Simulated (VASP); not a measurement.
A run of VASP 6.6.1 is set up as follows.

The input INCAR:

```
PREC = Accurate ; ENCUT = 520
EDIFF = 1E-7 ; ISMEAR = -1
SIGMA = 0.01 ; LREAL = F
LASPH = T ; NELM = 100
ALGO = Normal ; ISIF = 2
LWAVE = F ; LCHARG = F
GGA = PS ; NBANDS = 16
```

The input KPOINTS:

```
Automatic mesh
0
Gamma
  8 8 8
```

Contents of POSCAR:

```
ZnS
1.0
   -0.0811395000      2.6640802500      2.6640802500
    2.6640802500     -0.0811395000      2.6640802500
    2.6640802500      2.6640802500     -0.0811395000
Zn S
1 1
Direct
    0.0000000000      0.0000000000      0.0000000000
    0.7500000000      0.7500000000      0.7500000000
```

Potentials or basis: VASP PAW PBE potentials, release 64 (Zn, S).

Command:

```sh
$ cat potpaw_PBE.64/Zn/POTCAR potpaw_PBE.64/S/POTCAR > POTCAR
$ mpirun -np 1 vasp_std > vasp.out
```

Problem. What does it give for the pressure?

Solution. -1.7 GPa.

Problem. Predict the largest force.

Solution. 0.327 eV/Å.

Stress tensor (GPa, compression positive):
```
-1.68  2.15  2.15
 2.15 -1.68  2.15
 2.15  2.15 -1.68
```

Caveat: the cell differs from its parent crystal (equal xy, yz and zx shear strains of -3 %); the PAW data sets were made with another functional, which shifts forces and pressure a little.
